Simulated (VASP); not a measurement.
# Au (Fd-3m) in VASP: further runs

Runs on Au. Level: PBE. Tasks: single point, relaxation of cell and atoms.

Program: VASP 6.6.1. These are calculated values, not measurements. Logs are shortened: lines on timing, memory, paths and dates and some standing lists are left out, and cuts for length are marked.

### Step 1. The cell of the first run

It takes space group Fd-3m (No. 227, cubic). Conventional cell: a = 6.695 Å, b = 6.695 Å, c = 6.695 Å, α = 90.00°, β = 90.00°, γ = 90.00°. Au (site symmetry -43m) has 4 Au at 2.90 Å within 3.8 Å.

This isn't the form of Au at room conditions, which is fcc.

### Step 2. Single point, PBE

INCAR

```
PREC = Accurate ; ENCUT = 520
EDIFF = 1E-7 ; ISMEAR = -1
SIGMA = 0.05 ; LREAL = False
LASPH = True ; NELM = 80
ALGO = Normal ; ISIF = 2
LWAVE = False ; LCHARG = False
GGA = PE ; NBANDS = 18
```

KPOINTS

```
regular mesh
0
Gamma
  13 13 13
```

POSCAR

```
Au
1.0
    0.0000000000      3.3476160186      3.3476160186
    3.3476160186      0.0000000000      3.3476160186
    3.3476160186      3.3476160186      0.0000000000
Au
2
Direct
   -0.1250000000     -0.1250000000     -0.1250000000
    0.1250000000      0.1250000000      0.1250000000
```

Potentials or basis: VASP PAW PBE potentials, release 64 (Au).

On the command line:

```
$ cat potpaw_PBE.64/Au/POTCAR > POTCAR
$ mpirun -np 1 vasp_std > vasp.out
```

OUTCAR:

```text
PREC = Accurate
   ENCUT = 520
   EDIFF = 1E-7
   ISMEAR = -1
   LREAL = False
   LASPH = True
   NELM = 80
   ISIF = 2
   GGA = PE

 ion  position               nearest neighbor table
   1  0.875  0.875  0.875-   2 2.90   2 2.90   2 2.90   2 2.90
   2  0.125  0.125  0.125-   1 2.90   1 2.90   1 2.90   1 2.90

  LATTYP: Found a face centered cubic cell.
 ALAT       =     6.6952320372

  Lattice vectors:

 A1 = (   0.0000000000,   3.3476160186,   3.3476160186)
 A2 = (   3.3476160186,   0.0000000000,   3.3476160186)
 A3 = (   3.3476160186,   3.3476160186,   0.0000000000)

Analysis of symmetry for initial positions (statically):
=====================================================================
 Subroutine PRICEL returns:
 Original cell was already a primitive cell.

 Routine SETGRP: Setting up the symmetry group for a
 face centered cubic supercell.

 Subroutine GETGRP returns: Found 48 space group operations
 (whereof 12 operations were pure point group operations)
 out of a pool of 48 trial point group operations.

The static configuration has the point symmetry D_3d.
 The point group associated with its full space group is O_h .

Analysis of symmetry for dynamics (positions and initial velocities):
=====================================================================
 Subroutine PRICEL returns:
 Original cell was already a primitive cell.

 Routine SETGRP: Setting up the symmetry group for a
 face centered cubic supercell.

 Subroutine GETGRP returns: Found 48 space group operations
 (whereof 12 operations were pure point group operations)
 out of a pool of 48 trial point group operations.

The dynamic configuration has the point symmetry D_3d.
 The point group associated with its full space group is O_h .

 Subroutine INISYM returns: Found 48 space group operations
 (whereof 12 operations are pure point group operations),
 and found     1 'primitive' translations

----------------------------------------------------------------------------------------

                                     Primitive cell

  volume of cell :      75.0303

  direct lattice vectors                    reciprocal lattice vectors
     0.000000000  3.347616019  3.347616019    -0.149360021  0.149360021  0.149360021
     3.347616019  0.000000000  3.347616019     0.149360021 -0.149360021  0.149360021
     3.347616019  3.347616019  0.000000000     0.149360021  0.149360021 -0.149360021

  length of vectors
[... 72 lines left out ...]
 SYSTEM =  unknown system
   PREC   = accura    normal or accurate (medium, high low for compatibility)
   ISTART =      0    job   : 0-new  1-cont  2-samecut
   ICHARG =      2    charge: 1-file 2-atom 10-const
   ISPIN  =      1    spin polarized calculation?
   LNONCOLLINEAR =      F non collinear calculations
   LSORBIT =      F    spin-orbit coupling
   LASPH  =      T    aspherical Exc in radial PAW
   ENCUT  =  520.0 eV  38.22 Ry    6.18 a.u.   8.80  8.80  8.80*2*pi/ulx,y,z
   NELM   =     80;   NELMIN=  2; NELMDL= -5     # of ELM steps
   EDIFF  = 0.1E-06   stopping-criterion for ELM
   LREAL  =      F    real-space projection
   EDIFFG = 0.1E-05   stopping-criterion for IOM
   NSW    =      0    number of steps for IOM
   IBRION =     -1    ionic relax: 0-MD 1-quasi-New 2-CG
   NFREE  =      0    steps in history (QN), initial steepest desc. (CG)
   ISIF   =      2    stress and relaxation
   ISYM   =      2    0-nonsym 1-usesym 2-fastsym
   POTIM  = 0.5000    time-step for ionic-motion
   TEBEG  =    0.0;   TEEND  =   0.0 temperature during run
   PSTRESS=    0.0 pullay stress
   NELECT =      22.0000    total number of electrons
   NUPDOWN=      -1.0000    fix difference up-down
   EMIN   =  10.00;   EMAX   =-10.00  energy-range for DOS
   EFERMI =   0.00;   METHOD = LEGACY
   ISMEAR =    -1;   SIGMA  =   0.05  broadening in eV -4-tet -1-fermi 0-gaus
   EFERMI_NEDOS =   21; number of points for ismear=-14 and -15
   IALGO  =     38    algorithm
   IMIX   =      4    mixing-type and parameters
     AMIX     =   0.40;   BMIX     =  1.00
     AMIX_MAG =   1.60;   BMIX_MAG =  1.00
  volume/ion in A,a.u.               =      37.52       253.16
  Fermi-wavevector in a.u.,A,eV,Ry     =   1.087602  2.055270 16.094041  1.182879
  Thomas-Fermi vector in A             =   2.223765
   LORBIT       =      0    0 simple, 1 ext, 2 COOP (PROOUT), +10 PAW based schemes
   GGA     = PE    functional components
   LHFCALC =     F    Hartree Fock is set to
   AEXX    =    0.0000 exact exchange contribution
   IVDW    =     0    specifies the selected vdW correction
   LEPSILON=     F    determine dielectric tensor
   LRPA    =     F    only Hartree local field effects (RPA)
 non-spin polarized calculation
  energy-cutoff  :      520.00
  volume of cell :       75.03
 maximum number of plane-waves:      2042
   NGX = 17   NGY = 17   NGZ = 17

 number of electron      22.0000000 magnetization

 Free energy of the ion-electron system (eV)
  ---------------------------------------------------
  ext. energy  EPLUGINS =         0.00000000
  ---------------------------------------------------
  free energy    TOTEN  =        -4.58726946 eV

  energy without entropy =       -4.58291012  energy(sigma->0) =       -4.58508979

 E-fermi :   0.8460     XC(G=0):  -8.0518

 val. band max:        0.8396030163   @ k =  -0.3846   0.4615   0.0769
 cond. band min:       0.8686575301   @ k =  -0.4615   0.4615   0.0000
 fundamental gap:      0.0290545138
 Fermi energy:         0.8460238226

 k-point     1 :       0.0000    0.0000    0.0000
  band No.  band energies     occupation
      1      -3.7173      2.00000
      2      -2.2836      2.00000
      3      -2.2836      2.00000
      4      -2.2836      2.00000
      5      -2.2442      2.00000
      6      -2.2442      2.00000
[... 481 lines left out ...]
      5      -1.9586      2.00000
      6      -1.9109      2.00000
[... 10 lines left out ...]
     17      11.7776      0.00000
     18      11.9430      0.00000

 [... further k-points ...]
[... 5 lines left out ...]
  --------------------------------------------------------------------------------------
  -------------------------------------------------------------------------------------
  Total       -2.9752000     -2.9752000     -2.9752000      0.0000000     -0.0000000     -0.0000000
  in kB      -63.5316065    -63.5316065    -63.5316065      0.0000000     -0.0000000     -0.0000000
  external PRESSURE =     -63.5316065 kB  Pullay stress =       0.0000000 kB

 VOLUME and BASIS-vectors are now :
 -----------------------------------------------------------------------------
  energy-cutoff  :      520.00
  volume of cell :       75.03
      direct lattice vectors                 reciprocal lattice vectors
     0.000000000  3.347616019  3.347616019    -0.149360021  0.149360021  0.149360021
     3.347616019  0.000000000  3.347616019     0.149360021 -0.149360021  0.149360021
     3.347616019  3.347616019  0.000000000     0.149360021  0.149360021 -0.149360021

 POSITION                                       TOTAL-FORCE (eV/Angst)
 -----------------------------------------------------------------------------------
      5.85833      5.85833      5.85833        -0.000000     -0.000000     -0.000000
      0.83690      0.83690      0.83690         0.000000      0.000000      0.000000
 -----------------------------------------------------------------------------------
    total drift:                                0.000000      0.000000      0.000000

  FREE ENERGIE OF THE ION-ELECTRON SYSTEM (eV)
  ---------------------------------------------------
  free  energy   TOTEN  =        -4.5872694569 eV

  energy  without entropy=       -4.5829101185  energy(sigma->0) =       -4.58508979
```

stdout:

```text
POSCAR found type information on POSCAR Au
 POSCAR found :  1 types and       2 ions
 scaLAPACK will be used
 LDA part: xc-table for (Slater+PW92), standard interpolation
 POSCAR, INCAR and KPOINTS ok, starting setup
 FFT: planning ... GRIDC
 FFT: planning ... GRID_SOFT
 FFT: planning ... GRID
 WAVECAR not read
 entering main loop
```

Wall time 46 s (1 thread of AMD EPYC 9R45 (Zen 5), shared host); peak memory 0.23 GiB.

What came out:

```yaml
Free_energy: -4.5873 eV
Pressure: -6.4 GPa
Band_gap_on_the_k_mesh: zero (bands 11 and 12 overlap by 0.04 eV)
```

Levels at points of the mesh, in eV from the Fermi level:
```tsv
k point	band 9	band 10	band 11	band 12	band 13	band 14
(0.00, 0.00, 0.00)	-1.89	-1.34	-1.34	6.33	7.94	7.94
```

Caveat: the cell stands under tension; spin-orbit coupling is left out, which moves the levels of the heavy elements.

### Step 3. Relaxation of cell and atoms, PBE

This run uses another cell than the first one, of 29.24 Å³/atom.

INCAR

```
SYSTEM = Au
PREC = Accurate ; ENCUT = 600
EDIFF = 1E-6 ; ISMEAR = -1
SIGMA = 0.05 ; LREAL = .FALSE.
LASPH = .TRUE. ; NELM = 80
ALGO = Normal ; ISIF = 3
LWAVE = .FALSE. ; LCHARG = .FALSE.
GGA = PE ; IBRION = 2
NSW = 45 ; EDIFFG = -0.005
```

KPOINTS

```
regular mesh
0
G
  13 13 13
  0 0 0
```

POSCAR

```
Au
1.0
    0.0000000000      3.0806280692      3.0806280692
    3.0806280692      0.0000000000      3.0806280692
    3.0806280692      3.0806280692      0.0000000000
Au
2
Direct
   -0.1250000000     -0.1250000000     -0.1250000000
    0.1250000000      0.1250000000      0.1250000000
```

Potentials or basis: VASP PAW PBE potentials, release 64 (Au).

On the command line:

```
$ cat potpaw_PBE.64/Au/POTCAR > POTCAR
$ mpirun -np 1 vasp_std > vasp.out
```

Run time: 41 s. Hardware: 1 thread of AMD EPYC 9R45 (Zen 5), shared host; peak memory 0.22 GiB.

Results (log left out):

| Item | Value |
| --- | --- |
| Free energy | -5.0204 eV |
| Pressure after relaxing | 0.0 GPa |
| Band gap on the k mesh | zero (bands 11 and 12 overlap by 0.55 eV) |

Final structure:
```yaml
crystal:
  lattice:
    - [0.00000, 3.08063, 3.08063]
    - [3.08063, 0.00000, 3.08063]
    - [3.08063, 3.08063, 0.00000]
  atoms:
    - { symbol: Au, position: [0.87500, 0.87500, 0.87500] }
    - { symbol: Au, position: [0.12500, 0.12500, 0.12500] }
```

Levels at points of the mesh, in eV from the Fermi level:
| k point | band 7 | band 8 | band 9 | band 10 | band 11 | band 12 | band 13 | band 14 | band 15 |
| --- | --- | --- | --- | --- | --- | --- | --- | --- | --- |
| (0.00, 0.00, 0.00) | -2.24 | -2.24 | -2.24 | -1.27 | -1.27 | 8.44 | 9.45 | 9.45 | 9.45 |

Caveat: the relaxation stopped at its first step, so nothing moved; spin-orbit coupling is left out, which moves the levels of the heavy elements.
